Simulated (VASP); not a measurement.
# Rh (P6_3/mmc) in VASP: further runs, part 2 of 2

VASP 6.6.1. The steps go on from the part before.

### Step 3. Single point, PBEsol (strain +0.000 along x and y, +0.030 along z)

Contents of INCAR:

```
SYSTEM = Rh
PREC     = Accurate       ! precision mode
ENCUT    = 520            ! plane-wave cutoff, eV
EDIFF    = 1E-7           ! SCF threshold, eV
ISMEAR   = 0              ! smearing method
SIGMA    = 0.15           ! smearing width, eV
LREAL    = .FALSE.        ! projectors in reciprocal space
LASPH    = .TRUE.         ! aspherical terms in the spheres
NELM     = 60             ! most SCF steps
ALGO     = Fast           ! electronic algorithm
ISIF     = 2              ! what is computed and relaxed
LWAVE    = .FALSE.        ! write WAVECAR
LCHARG   = .FALSE.        ! write CHGCAR
GGA      = PS             ! functional
NBANDS   = 22             ! bands
```

Contents of KPOINTS:

```
Automatic mesh
0
G
  21 21 12
  0 0 0
```

Contents of POSCAR:

```
Rh
1.0
    2.7309790422      0.0000000000      0.0000000000
   -1.3654895211      2.3650972278      0.0000000000
    0.0000000000      0.0000000000      4.5613436700
Rh
2
Direct
    0.6666666667      0.3333333333      0.7500000000
    0.3333333333      0.6666666667      0.2500000000
```

Potentials or basis: VASP PAW PBE potentials, release 64 (Rh_pv).

Command:

```sh
cat potpaw_PBE.64/Rh_pv/POTCAR > POTCAR
mpirun -np 1 vasp_std > vasp.out
```

It took 3.3 min on 1 thread of Intel Xeon Platinum 8488C (Sapphire Rapids), shared host; peak memory 0.27 GiB.

The run converged. Its results:

```
Free energy            : -16.0410 eV
Pressure               : -19.5 GPa
Band gap on the k mesh : zero (band 15 reaches 11.25 eV, above the bottom of band 16 at 9.07 eV)
```

Stress tensor (GPa, compression positive):
```
-17.00   0.00   0.00
  0.00 -17.00   0.00
  0.00   0.00 -24.39
```

Levels at points of the mesh, in eV from the Fermi level:
```
           k point  band 11  band 12  band 13  band 14  band 15  band 16  band 17  band 18  band 19  band 20
(0.00, 0.00, 0.00)    -2.71    -2.29    -2.29    -1.50    -1.50     0.16     0.16     0.46     7.49    16.02
(0.00, 0.00, 0.50)    -2.76    -2.76    -2.76    -2.76    -0.36    -0.36    -0.36    -0.36    13.97    13.97
```

Caveat: the cell differs from its parent crystal (strain +0.000 along x and y, +0.030 along z); the PAW data sets were made with another functional, which shifts forces and pressure a little.

### Step 4. Single point, PBEsol (strain +0.030 along x and y, +0.000 along z)

Contents of INCAR:

```
SYSTEM = Rh
ALGO = Fast ; EDIFF = 1E-7
ENCUT = 520 ; GGA = PS
ISIF = 2 ; ISMEAR = 0
LASPH = .TRUE. ; LCHARG = .TRUE.
LELF = .TRUE. ; LREAL = .FALSE.
LVHAR = .TRUE. ; LWAVE = .FALSE.
NBANDS = 22 ; NELM = 60
PREC = Accurate ; SIGMA = 0.15
```

Contents of KPOINTS:

```
k-points
0
G
  21 21 12
  0 0 0
```

Contents of POSCAR:

```
Rh
1.0
    2.8129084135      0.0000000000      0.0000000000
   -1.4064542067      2.4360501446      0.0000000000
    0.0000000000      0.0000000000      4.4284890000
Rh
2
Direct
    0.6666666667      0.3333333333      0.7500000000
    0.3333333333      0.6666666667      0.2500000000
```

Command:

```sh
cat potpaw_PBE.64/Rh_pv/POTCAR > POTCAR
mpirun -np 1 vasp_std > vasp.out
```

Run time: 3.4 min. Hardware: 1 thread of Intel Xeon Platinum 8488C (Sapphire Rapids), shared host; peak memory 0.28 GiB.

It converged, with:

* Free energy: -15.9315 eV
* Pressure: -24.4 GPa
* Band gap on the k mesh: zero (band 15 reaches 10.64 eV, above the bottom of band 16 at 8.62 eV)

Stress tensor (GPa, compression positive):
```
-25.54   0.00   0.00
  0.00 -25.54   0.00
  0.00   0.00 -22.07
```

Levels at points of the mesh, in eV from the Fermi level:
```csv
k point,band 12,band 13,band 14,band 15,band 16,band 17,band 18,band 19
"(0.00, 0.00, 0.00)",-2.13,-2.13,-1.82,-1.82,0.10,0.10,1.02,8.02
"(0.00, 0.00, 0.50)",-2.77,-2.73,-2.73,-0.39,-0.39,-0.39,-0.39,14.60
```

Caveat: the cell differs from its parent crystal (strain +0.030 along x and y, +0.000 along z); the PAW data sets were made with another functional, which shifts forces and pressure a little.

### Step 5. Single point, PBEsol (strain +0.030 along x and y, +0.030 along z)

Contents of INCAR:

```
SYSTEM = Rh
PREC = Accurate
ENCUT = 520
EDIFF = 1E-6
ISMEAR = 0
SIGMA = 0.15
LREAL = .False.
LASPH = .True.
NELM = 60
ALGO = Fast
ISIF = 2
LWAVE = .False.
LCHARG = .False.
GGA = PS
NBANDS = 22
```

Contents of KPOINTS:

```
Automatic mesh
0
Gamma
  21 21 12
  0 0 0
```

Edit POSCAR of step 4 so:

```diff
@@ -4,3 +4,3 @@
    -1.4064542067      2.4360501446      0.0000000000
-    0.0000000000      0.0000000000      4.4284890000
+    0.0000000000      0.0000000000      4.5613436700
 Rh
```

Potentials or basis: VASP PAW PBE potentials, release 64 (Rh_pv).

Command:

```sh
cat potpaw_PBE.64/Rh_pv/POTCAR > POTCAR
mpirun -np 1 vasp_std > vasp.out
```

OUTCAR:

```text
SYSTEM = Rh
   PREC = Accurate
   ENCUT = 520
   EDIFF = 1E-6
   ISMEAR = 0
   LREAL = .False.
   LASPH = .True.
   NELM = 60
   ISIF = 2
   GGA = PS

 ion  position               nearest neighbor table
   1  0.667  0.333  0.750-   2 2.80   2 2.80   2 2.80   2 2.80   2 2.80   2 2.80
   2  0.333  0.667  0.250-   1 2.80   1 2.80   1 2.80   1 2.80   1 2.80   1 2.80

  LATTYP: Found a hexagonal cell.
 ALAT       =     2.8129084135
 C/A-ratio  =     1.6215756077

  Lattice vectors:

 A1 = (   2.8129084135,   0.0000000000,   0.0000000000)
 A2 = (  -1.4064542067,   2.4360501446,   0.0000000000)
[... 193 lines left out ...]
      5     -36.5469      2.00000
      6     -36.5469      2.00000
[... 589 lines left out ...]
     21      24.0351      0.00000
     22      26.6295      0.00000

 [... further k-points ...]
[... 5 lines left out ...]
  --------------------------------------------------------------------------------------
  -------------------------------------------------------------------------------------
  Total       -5.5071419     -5.5071419     -5.8202603     -0.0000000      0.0000000      0.0000000
  in kB     -282.2943849   -282.2943849   -298.3447338     -0.0000000      0.0000000      0.0000000
  external PRESSURE =    -287.6445012 kB  Pullay stress =       0.0000000 kB

 VOLUME and BASIS-vectors are now :
 -----------------------------------------------------------------------------
  energy-cutoff  :      520.00
  volume of cell :       31.26
      direct lattice vectors                 reciprocal lattice vectors
     2.812908414  0.000000000  0.000000000     0.355503932  0.205250291  0.000000000
    -1.406454207  2.436050145  0.000000000     0.000000000  0.410500581  0.000000000
     0.000000000  0.000000000  4.561343670     0.000000000  0.000000000  0.219233645

 POSITION                                       TOTAL-FORCE (eV/Angst)
 -----------------------------------------------------------------------------------
      1.40645      0.81202      3.42101         0.000000      0.000000      0.000000
     -0.00000      1.62403      1.14034        -0.000000     -0.000000      0.000000
 -----------------------------------------------------------------------------------
    total drift:                               -0.000000      0.000000     -0.000000

  FREE ENERGIE OF THE ION-ELECTRON SYSTEM (eV)
  ---------------------------------------------------
  free  energy   TOTEN  =       -15.7833954396 eV

  energy  without entropy=      -15.7382087645  energy(sigma->0) =      -15.76080210
```

OSZICAR:

```text
N       E                     dE             d eps       ncg     rms          rms(c)
DAV:   1     0.323395096166E+03    0.32340E+03   -0.19028E+04 14840   0.155E+03
DAV:   2    -0.100487935905E+02   -0.33344E+03   -0.32184E+03 15432   0.465E+02
DAV:   3    -0.170020234307E+02   -0.69532E+01   -0.69065E+01 17148   0.757E+01
DAV:   4    -0.170484965439E+02   -0.46473E-01   -0.46468E-01 16630   0.627E+00
DAV:   5    -0.170492311987E+02   -0.73465E-03   -0.73465E-03 17412   0.819E-01    0.117E+01
RMM:   6    -0.158055587128E+02    0.12437E+01   -0.32632E+00 15086   0.148E+01    0.314E+00
RMM:   7    -0.157904612190E+02    0.15097E-01   -0.87623E-02 15593   0.222E+00    0.164E+00
RMM:   8    -0.157839442920E+02    0.65169E-02   -0.13377E-02 16190   0.118E+00    0.249E-01
RMM:   9    -0.157833782723E+02    0.56602E-03   -0.19246E-03 17003   0.378E-01    0.104E-02
RMM:  10    -0.157833953839E+02   -0.17112E-04   -0.16213E-04 17266   0.126E-01    0.915E-03
RMM:  11    -0.157833952074E+02    0.17654E-06   -0.12350E-05 18262   0.353E-02    0.112E-03
RMM:  12    -0.157833954396E+02   -0.23214E-06   -0.29092E-06 12338   0.162E-02
   1 F= -.15783395E+02 E0= -.15760802E+02  d E =-.451867E-01
```

Run time: 3 min. Hardware: 1 thread of Intel Xeon Platinum 8488C (Sapphire Rapids), shared host; peak memory 0.29 GiB.

What came out:

```
Free energy            : -15.7834 eV
Pressure               : -28.8 GPa
Band gap on the k mesh : zero (band 15 reaches 10.12 eV, above the bottom of band 16 at 8.20 eV)
```

Caveat: the cell differs from its parent crystal (strain +0.030 along x and y, +0.030 along z); the PAW data sets were made with another functional, which shifts forces and pressure a little.

### Step 6. Overview

```csv
cell,further INCAR settings,gap on the mesh (eV),pressure (GPa)
"a = 2.813, b = 2.813, c = 4.296 Å, angles 90.0, 90.0, 120.0°, 2 atoms",ALGO = Fast; EDIFF = 1e-06; NBANDS = 22,none,-18.5
"a = 2.731, b = 2.731, c = 4.561 Å, angles 90.0, 90.0, 120.0°, 2 atoms",ALGO = Fast; EDIFF = 1e-07; NBANDS = 22,none,-19.5
"a = 2.813, b = 2.813, c = 4.428 Å, angles 90.0, 90.0, 120.0°, 2 atoms",ALGO = Fast; EDIFF = 1e-07; NBANDS = 22,none,-24.4
"a = 2.813, b = 2.813, c = 4.561 Å, angles 90.0, 90.0, 120.0°, 2 atoms",ALGO = Fast; EDIFF = 1e-06; NBANDS = 22,none,-28.8
```

Alike in all rows: task single point; level PBEsol; potentials or basis VASP PAW PBE potentials, release 64 (Rh_pv); no spin polarisation; k mesh 21 × 21 × 12; cutoff (eV) 520; smearing gaussian 0.15 eV.

Caveats: the PAW data sets were made with another functional, which shifts forces and pressure a little.

Absolute energies hang on the potentials; compare differences alone.
